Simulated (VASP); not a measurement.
# NiSb (P6_3/mmc) in VASP: settings compared

The runs below take NiSb through single point, with r2SCAN, PBE, LDA, BLYP.

Program: VASP 6.6.1. These are calculated values, not measurements. Logs are shortened: lines on timing, memory, paths and dates and some standing lists are left out, and cuts for length are marked.

## 1. The cell of the first run

Symmetry: P6_3/mmc, No. 194, hexagonal system. Conventional cell: a = 3.940 Å, b = 3.940 Å, c = 5.140 Å, α = 90.00°, β = 90.00°, γ = 120.00°. Within 3.4 Å of Ni (site symmetry -3m) lie 2 Ni at 2.57 Å and 6 Sb at 2.61 Å. Sb (site symmetry -6m2) has 6 Ni at 2.61 Å and 6 Sb at 3.43 Å within 3.5 Å.

## 2. Single point, r2SCAN

POSCAR reads:

```
NiSb
1.0
    3.9399999606      0.0000000000      0.0000000000
   -1.9699999803      3.4121400568      0.0000000000
    0.0000000000      0.0000000000      5.1400000000
Ni Sb
2 2
Direct
    0.0000000000      0.0000000000      0.0000000000
    0.0000000000      0.0000000000      0.5000000000
    0.3333333333      0.6666666667      0.2500000000
    0.6666666667      0.3333333333      0.7500000000
```

INCAR.step1 reads:

```
SYSTEM = NiSb
PREC = Accurate
ENCUT = 520
ISMEAR = 0
SIGMA = 0.1
LREAL = .FALSE.
LASPH = .TRUE.
NELM = 80
ISYM = 0
NBANDS = 23
GGA = PE
ALGO = Normal
EDIFF = 1E-4
LWAVE = .TRUE.
LCHARG = .FALSE.
```

INCAR.step2 reads:

```
SYSTEM = NiSb
PREC = Accurate
ENCUT = 520
EDIFF = 1E-7
ISMEAR = 0
SIGMA = 0.1
LREAL = .FALSE.
LASPH = .TRUE.
NELM = 80
ALGO = Normal
ISIF = 2
LWAVE = .FALSE.
LCHARG = .FALSE.
METAGGA = R2SCAN
LMIXTAU = .TRUE.
ISYM = 0
NBANDS = 23
ISTART = 1
```

KPOINTS reads:

```
Automatic mesh
0
Gamma
  3 3 2
  0.5 0.5 0.5
```

Potentials or basis: VASP PAW PBE potentials, release 64 (Ni, Sb).

The run is started by

```console
$ cat potpaw_PBE.64/Ni/POTCAR potpaw_PBE.64/Sb/POTCAR > POTCAR
$ cp INCAR.step1 INCAR
$ mpirun -np 1 vasp_std > vasp.out
$ cp INCAR.step2 INCAR
$ mpirun -np 1 vasp_std > vasp.out
```

OUTCAR:

```text
SYSTEM = NiSb
   PREC = Accurate
   ENCUT = 520
   EDIFF = 1E-7
   ISMEAR = 0
   LREAL = .FALSE.
   LASPH = .TRUE.
   NELM = 80
   ISIF = 2
   METAGGA = R2SCAN
   ISYM = 0
   ISTART = 1

 ion  position               nearest neighbor table
   1  0.000  0.000  0.000-   2 2.57   2 2.57   4 2.61   3 2.61   4 2.61   3 2.61   4 2.61   3 2.61

   2  0.000  0.000  0.500-   1 2.57   1 2.57   4 2.61   3 2.61   4 2.61   3 2.61   4 2.61   3 2.61

   3  0.333  0.667  0.250-   1 2.61   2 2.61   1 2.61   2 2.61   1 2.61   2 2.61   4 3.43   4 3.43
                             4 3.43   4 3.43   4 3.43   4 3.43
   4  0.667  0.333  0.750-   1 2.61   2 2.61   1 2.61   2 2.61   1 2.61   2 2.61   3 3.43   3 3.43
                             3 3.43   3 3.43   3 3.43   3 3.43

IMPORTANT INFORMATION: All symmetrisations will be switched off!
NOSYMM: (Re-)initialisation of all symmetry stuff for point group C_1.

----------------------------------------------------------------------------------------

                                     Primitive cell

  volume of cell :      69.1013

  direct lattice vectors                    reciprocal lattice vectors
     3.939999961  0.000000000  0.000000000     0.253807109  0.146535603  0.000000000
    -1.969999980  3.412140057  0.000000000     0.000000000  0.293071206  0.000000000
     0.000000000  0.000000000  5.140000000     0.000000000  0.000000000  0.194552529

  length of vectors
     3.939999961  3.939999961  5.140000000     0.293071206  0.293071206  0.194552529

  position of ions in fractional coordinates (direct lattice)
     0.000000000  0.000000000  0.000000000
     0.000000000  0.000000000  0.500000000
     0.333333333  0.666666667  0.250000000
     0.666666667  0.333333333  0.750000000

  ion indices of the primitive-cell ions
   primitive index   ion index
                 1           1
                 2           2
                 3           3
                 4           4

----------------------------------------------------------------------------------------

 KPOINTS: Automatic mesh

Automatic generation of k-mesh.
 Grid dimensions read from file:
 generate k-points for:    3    3    2

 Generating k-lattice:

  Cartesian coordinates                     Fractional coordinates (reciprocal lattice)
     0.084602370  0.048845201  0.000000000     0.333333333  0.000000000  0.000000000
     0.000000000  0.097690402  0.000000000     0.000000000  0.333333333  0.000000000
     0.000000000  0.000000000  0.097276265     0.000000000  0.000000000  0.500000000

  Length of vectors
     0.097690402  0.097690402  0.097276265

  Shift w.r.t. Gamma in fractional coordinates (k-lattice)
     0.500000000  0.500000000  0.500000000

 Subroutine IBZKPT returns following result:
 ===========================================

 Found     27 irreducible k-points:

 Following reciprocal coordinates:
            Coordinates               Weight
  0.166667  0.166667  0.250000      2.000000
 -0.166667  0.333333  0.250000      2.000000
 -0.333333  0.166667  0.250000      2.000000
 -0.166667 -0.166667  0.250000      2.000000
  0.166667 -0.333333  0.250000      2.000000
  0.333333 -0.166667  0.250000      2.000000
[... 16 lines left out ...]
  0.166667 -0.000000  0.250000      2.000000
  0.000000  0.166667  0.250000      2.000000
 [... further k-points ...]
   k-points           NKPTS =     27   k-points in BZ     NKDIM =     27   number of bands    NBANDS=     23
   number of dos      NEDOS =    301   number of ions     NIONS =      4
   total plane-waves  NPLWV =  36000
   dimension x,y,z NGX =    30 NGY =   30 NGZ =   40
   dimension x,y,z NGXF=    60 NGYF=   60 NGZF=   80
   ions per type =               2   2
   NGX,Y,Z   is equivalent  to a cutoff of  12.66, 12.66, 12.94 a.u.
   NGXF,Y,Z  is equivalent  to a cutoff of  25.32, 25.32, 25.87 a.u.
 SYSTEM =  NiSb
   PREC   = accura    normal or accurate (medium, high low for compatibility)
   ISTART =      1    job   : 0-new  1-cont  2-samecut
   ICHARG =      0    charge: 1-file 2-atom 10-const
   ISPIN  =      1    spin polarized calculation?
   LNONCOLLINEAR =      F non collinear calculations
   LSORBIT =      F    spin-orbit coupling
   LASPH  =      T    aspherical Exc in radial PAW
   ENCUT  =  520.0 eV  38.22 Ry    6.18 a.u.   7.33  7.33  9.56*2*pi/ulx,y,z
   NELM   =     80;   NELMIN=  2; NELMDL=  0     # of ELM steps
   EDIFF  = 0.1E-06   stopping-criterion for ELM
   LREAL  =      F    real-space projection
   EDIFFG = 0.1E-05   stopping-criterion for IOM
   NSW    =      0    number of steps for IOM
   IBRION =     -1    ionic relax: 0-MD 1-quasi-New 2-CG
   NFREE  =      0    steps in history (QN), initial steepest desc. (CG)
   ISIF   =      2    stress and relaxation
   ISYM   =      0    0-nonsym 1-usesym 2-fastsym
   POTIM  = 0.5000    time-step for ionic-motion
   TEBEG  =    0.0;   TEEND  =   0.0 temperature during run
   PSTRESS=    0.0 pullay stress
   NELECT =      30.0000    total number of electrons
   NUPDOWN=      -1.0000    fix difference up-down
   EMIN   =  10.00;   EMAX   =-10.00  energy-range for DOS
   EFERMI =   0.00;   METHOD = LEGACY
   ISMEAR =     0;   SIGMA  =   0.10  broadening in eV -4-tet -1-fermi 0-gaus
   EFERMI_NEDOS =   21; number of points for ismear=-14 and -15
   IALGO  =     38    algorithm
   IMIX   =      4    mixing-type and parameters
     AMIX     =   0.40;   BMIX     =  1.00
     AMIX_MAG =   1.60;   BMIX_MAG =  1.00
  volume/ion in A,a.u.               =      17.28       116.58
  Fermi-wavevector in a.u.,A,eV,Ry     =   1.239614  2.342531 20.907300  1.536643
  Thomas-Fermi vector in A             =   2.374090
   LORBIT       =      0    0 simple, 1 ext, 2 COOP (PROOUT), +10 PAW based schemes
   METAGGA = R2SCAN    functional components
   LHFCALC =     F    Hartree Fock is set to
   AEXX    =    0.0000 exact exchange contribution
   IVDW    =     0    specifies the selected vdW correction
   LEPSILON=     F    determine dielectric tensor
   LRPA    =     F    only Hartree local field effects (RPA)
 non-spin polarized calculation
 Gauss-broadening in eV      SIGMA  =   0.10
  energy-cutoff  :      520.00
  volume of cell :       69.10
 maximum number of plane-waves:      1870
 NGX is ok and might be reduce to    30
   NGX = 15   NGY = 15   NGZ = 19

 number of electron      30.0000031 magnetization

 Free energy of the ion-electron system (eV)
  ---------------------------------------------------
  ext. energy  EPLUGINS =         0.00000000
  ---------------------------------------------------
  free energy    TOTEN  =       -76.13747507 eV

  energy without entropy =      -76.11143817  energy(sigma->0) =      -76.12445662

 E-fermi :   9.9173     XC(G=0): -12.2134

 val. band max:        9.6729951400   @ k =   0.1667  -0.0000   0.2500
 cond. band min:       9.9182217089   @ k =   0.3333   0.5000   0.2500
 fundamental gap:      0.2452265689
 Fermi energy:         9.9172555464

 k-point     1 :       0.1667    0.1667    0.2500
  band No.  band energies     occupation
      1      -2.2539      2.00000
      2       0.0966      2.00000
      3       4.2876      2.00000
      4       5.3030      2.00000
      5       5.8823      2.00000
      6       6.4150      2.00000
[... 15 lines left out ...]
     22      17.0058      0.00000
     23      17.6280      0.00000

 k-point     2 :      -0.1667    0.3333    0.2500
  band No.  band energies     occupation
      1      -2.2539      2.00000
      2       0.0966      2.00000
      3       4.2876      2.00000
      4       5.3030      2.00000
      5       5.8823      2.00000
      6       6.4150      2.00000
[... 15 lines left out ...]
     22      17.0058      0.00000
     23      17.6280      0.00000

 k-point     3 :      -0.3333    0.1667    0.2500
  band No.  band energies     occupation
      1      -2.2539      2.00000
      2       0.0966      2.00000
      3       4.2876      2.00000
      4       5.3030      2.00000
      5       5.8823      2.00000
      6       6.4150      2.00000
[... 15 lines left out ...]
     22      17.0058      0.00000
     23      17.6280      0.00000

 k-point     4 :      -0.1667   -0.1667    0.2500
  band No.  band energies     occupation
      1      -2.2539      2.00000
      2       0.0966      2.00000
      3       4.2876      2.00000
      4       5.3030      2.00000
      5       5.8823      2.00000
      6       6.4150      2.00000
[... 15 lines left out ...]
     22      17.0058      0.00000
     23      17.6280      0.00000

 k-point     5 :       0.1667   -0.3333    0.2500
  band No.  band energies     occupation
      1      -2.2539      2.00000
      2       0.0966      2.00000
      3       4.2876      2.00000
      4       5.3030      2.00000
      5       5.8823      2.00000
      6       6.4150      2.00000
[... 15 lines left out ...]
     22      17.0058      0.00000
     23      17.6280      0.00000

 k-point     6 :       0.3333   -0.1667    0.2500
  band No.  band energies     occupation
      1      -2.2539      2.00000
      2       0.0966      2.00000
      3       4.2876      2.00000
      4       5.3030      2.00000
      5       5.8823      2.00000
      6       6.4150      2.00000
[... 15 lines left out ...]
     22      17.0058      0.00000
     23      17.6280      0.00000

 k-point     7 :       0.5000    0.1667    0.2500
  band No.  band energies     occupation
      1      -1.0757      2.00000
      2       0.1215      2.00000
      3       3.5042      2.00000
      4       4.5287      2.00000
      5       5.3446      2.00000
      6       6.2324      2.00000
[... 353 lines left out ...]
     22      16.4900      0.00000
     23      17.9715      0.00000

 k-point    21 :       0.0000   -0.1667    0.2500
  band No.  band energies     occupation
      1      -2.9348      2.00000
      2      -0.2285      2.00000
      3       4.7622      2.00000
      4       6.0062      2.00000
      5       6.2542      2.00000
      6       6.5001      2.00000
[... 15 lines left out ...]
     22      16.4900      0.00000
     23      17.9715      0.00000

 k-point    22 :       0.1667   -0.1667    0.2500
  band No.  band energies     occupation
      1      -2.9348      2.00000
      2      -0.2285      2.00000
      3       4.7622      2.00000
      4       6.0062      2.00000
      5       6.2541      2.00000
      6       6.5001      2.00000
[... 15 lines left out ...]
     22      16.4900      0.00000
     23      17.9715      0.00000

 k-point    23 :       0.1667   -0.0000    0.2500
  band No.  band energies     occupation
      1      -2.9348      2.00000
      2      -0.2285      2.00000
      3       4.7622      2.00000
      4       6.0062      2.00000
      5       6.2542      2.00000
      6       6.5001      2.00000
[... 15 lines left out ...]
     22      16.4900      0.00000
     23      17.9715      0.00000

 k-point    24 :       0.0000    0.1667    0.2500
  band No.  band energies     occupation
      1      -2.9348      2.00000
      2      -0.2285      2.00000
      3       4.7622      2.00000
      4       6.0062      2.00000
      5       6.2542      2.00000
      6       6.5001      2.00000
[... 15 lines left out ...]
     22      16.4900      0.00000
     23      17.9715      0.00000

 [... further k-points ...]

------------------------ aborting loop because EDIFF is reached ----------------------------------------

  FORCE on cell =-STRESS in cart. coord.  units (eV):
  Direction    XX          YY          ZZ          XY          YZ          ZX
  --------------------------------------------------------------------------------------
  -------------------------------------------------------------------------------------
  Total       -0.8802294     -0.8803794      1.3363654     -0.0001317     -0.0000001      0.0000002
  in kB      -20.4089308    -20.4124102     30.9848658     -0.0030526     -0.0000013      0.0000056
  external PRESSURE =      -3.2788250 kB  Pullay stress =       0.0000000 kB

 VOLUME and BASIS-vectors are now :
 -----------------------------------------------------------------------------
  energy-cutoff  :      520.00
  volume of cell :       69.10
      direct lattice vectors                 reciprocal lattice vectors
     3.939999961  0.000000000  0.000000000     0.253807109  0.146535603  0.000000000
    -1.969999980  3.412140057  0.000000000     0.000000000  0.293071206  0.000000000
     0.000000000  0.000000000  5.140000000     0.000000000  0.000000000  0.194552529

 POSITION                                       TOTAL-FORCE (eV/Angst)
 -----------------------------------------------------------------------------------
      0.00000      0.00000      0.00000        -0.000000      0.000000     -0.000000
      0.00000      0.00000      2.57000         0.000000      0.000000      0.000000
     -0.00000      2.27476      1.28500        -0.000009      0.000005     -0.000023
      1.97000      1.13738      3.85500         0.000009     -0.000005      0.000023
 -----------------------------------------------------------------------------------
    total drift:                               -0.000000      0.000000      0.000000

  FREE ENERGIE OF THE ION-ELECTRON SYSTEM (eV)
  ---------------------------------------------------
  free  energy   TOTEN  =       -76.1374750703 eV

  energy  without entropy=      -76.1114381708  energy(sigma->0) =      -76.12445662
```

It took 1.9 min on 1 thread of AMD EPYC 9R45 (Zen 5), shared host; peak memory 0.18 GiB.

Results:

```
Free energy            : -76.1375 eV
Pressure               : -0.3 GPa
Band gap on the k mesh : zero (bands 15 and 16 overlap by 0.16 eV)
```

Stress tensor (GPa, compression positive):
```
-2.04  0.00  0.00
 0.00 -2.04  0.00
 0.00  0.00  3.10
```

Levels at points of the mesh, in eV from the Fermi level:
```
           k point  band 12  band 13  band 14  band 15  band 16  band 17  band 18  band 19
(0.17, 0.17, 0.25)    -1.98    -1.42    -1.01    -0.39     0.48     0.98     3.71     5.10
```

Caveat: the k points lie up to 0.61 Å⁻¹ apart; the PAW data sets were made with another functional, which shifts forces and pressure a little; spin-orbit coupling is left out, which moves the levels of the heavy elements.

## 3. Single point, PBE, collinear spin, antiferromagnetic start

INCAR reads:

```
PREC = Accurate
ENCUT = 520
EDIFF = 1E-6
ISMEAR = 1
SIGMA = 0.091
LREAL = F
LASPH = T
NELM = 150
ALGO = Normal
ISIF = 2
LWAVE = F
LCHARG = F
ISPIN = 2
MAGMOM = -0.5 0.5 0 0
LORBIT = 11
LMAXMIX = 4
GGA = PE
NBANDS = 27
ISYM = 0
```

KPOINTS reads:

```
Automatic mesh
0
Gamma
  3 3 1
  0.85 0.4 0.3
```

POSCAR is that of step 2.

Potentials or basis: VASP PAW PBE potentials, release 64 (Ni, Sb).

The run is started by

```console
$ cat potpaw_PBE.64/Ni/POTCAR potpaw_PBE.64/Sb/POTCAR > POTCAR
$ mpirun -np 1 vasp_std > vasp.out
```

OUTCAR:

```text
PREC = Accurate
   ENCUT = 520
   EDIFF = 1E-6
   ISMEAR = 1
   LREAL = F
   LASPH = T
   NELM = 150
   ISIF = 2
   ISPIN = 2
   LORBIT = 11
   GGA = PE
   ISYM = 0

 ion  position               nearest neighbor table
   1  0.000  0.000  0.000-   2 2.57   2 2.57   4 2.61   3 2.61   4 2.61   3 2.61   4 2.61   3 2.61

   2  0.000  0.000  0.500-   1 2.57   1 2.57   4 2.61   3 2.61   4 2.61   3 2.61   4 2.61   3 2.61

[... 1624 lines left out ...]
  energy-cutoff  :      520.00
  volume of cell :       69.10
      direct lattice vectors                 reciprocal lattice vectors
     3.939999961  0.000000000  0.000000000     0.253807109  0.146535603  0.000000000
    -1.969999980  3.412140057  0.000000000     0.000000000  0.293071206  0.000000000
     0.000000000  0.000000000  5.140000000     0.000000000  0.000000000  0.194552529

 POSITION                                       TOTAL-FORCE (eV/Angst)
 -----------------------------------------------------------------------------------
      0.00000      0.00000      0.00000         0.000000     -0.000001      0.000000
      0.00000      0.00000      2.57000         0.000000     -0.000000     -0.000000
     -0.00000      2.27476      1.28500         0.000001      0.000000      0.000010
      1.97000      1.13738      3.85500        -0.000001      0.000001     -0.000010
 -----------------------------------------------------------------------------------
    total drift:                                0.000000     -0.000001     -0.000000

  FREE ENERGIE OF THE ION-ELECTRON SYSTEM (eV)
  ---------------------------------------------------
  free  energy   TOTEN  =       -20.3434672643 eV

  energy  without entropy=      -20.3458031969  energy(sigma->0) =      -20.34424591

 total charge

# of ion       s       p       d       tot
------------------------------------------
    1        0.448   0.474   8.467   9.389
    2        0.448   0.474   8.467   9.389
    3        1.135   1.211   0.075   2.421
    4        1.135   1.211   0.075   2.421
--------------------------------------------------
tot          3.166   3.370  17.084  23.620

 magnetization (x)

# of ion       s       p       d       tot
------------------------------------------
    1        0.000   0.000  -0.000  -0.000
    2       -0.000   0.000   0.000   0.000
    3        0.000   0.000   0.000   0.000
    4        0.000   0.000   0.000   0.000
--------------------------------------------------
tot          0.000   0.000  -0.000  -0.000
```

OSZICAR:

```text
N       E                     dE             d eps       ncg     rms          rms(c)
DAV:   1     0.176954501147E+03    0.17695E+03   -0.11908E+04 11680   0.114E+03
DAV:   2    -0.102780536565E+02   -0.18723E+03   -0.17536E+03 11877   0.256E+02
DAV:   3    -0.213856168179E+02   -0.11108E+02   -0.10743E+02 13911   0.737E+01
DAV:   4    -0.216341875254E+02   -0.24857E+00   -0.24790E+00 13364   0.102E+01
DAV:   5    -0.216423689749E+02   -0.81814E-02   -0.81808E-02 14779   0.194E+00    0.130E+01
DAV:   6    -0.239351296657E+02   -0.22928E+01   -0.16921E+01 13504   0.731E+01    0.165E+01
DAV:   7    -0.203772297182E+02    0.35579E+01   -0.82847E+00 14127   0.522E+01    0.313E+00
DAV:   8    -0.203789915806E+02   -0.17619E-02   -0.55264E-01 15267   0.580E+00    0.213E+00
DAV:   9    -0.203429767089E+02    0.36015E-01   -0.10640E-01 13677   0.500E+00    0.439E-01
DAV:  10    -0.203435361369E+02   -0.55943E-03   -0.48267E-03 14991   0.780E-01    0.266E-01
DAV:  11    -0.203439658755E+02   -0.42974E-03   -0.22332E-03 14908   0.119E+00    0.292E-01
DAV:  12    -0.203435018922E+02    0.46398E-03   -0.23772E-03 14460   0.126E+00    0.144E-01
DAV:  13    -0.203434647335E+02    0.37159E-04   -0.28763E-04 16884   0.303E-01    0.247E-02
DAV:  14    -0.203434715491E+02   -0.68156E-05   -0.36165E-05 13504   0.467E-02    0.217E-02
DAV:  15    -0.203434688540E+02    0.26951E-05   -0.18848E-06 10997   0.177E-02    0.978E-03
DAV:  16    -0.203434676567E+02    0.11973E-05   -0.22745E-06 12046   0.105E-02    0.561E-03
DAV:  17    -0.203434672643E+02    0.39242E-06   -0.25099E-07  6138   0.634E-03
   1 F= -.20343467E+02 E0= -.20344246E+02  d E =0.233593E-02  mag=    -0.0000
```

It took 3.9 min on 1 thread of AMD EPYC 9R45 (Zen 5), shared host; peak memory 0.39 GiB.

Results:

| Property | Result |
| --- | --- |
| Free energy | -20.3435 eV |
| Pressure | 2.2 GPa |
| Band gap on the k mesh | zero (filled and empty bands overlap) |
| Net moment | 0.00 μB per cell |
| Valence electrons inside the program's atomic spheres | Ni 9.39; Sb 2.42 |

Caveat: the k points lie up to 1.22 Å⁻¹ apart, too coarse for converged energies and pressures of a metal; spin-orbit coupling is left out, which moves the levels of the heavy elements.

(Part 1 of 2 ends here.)
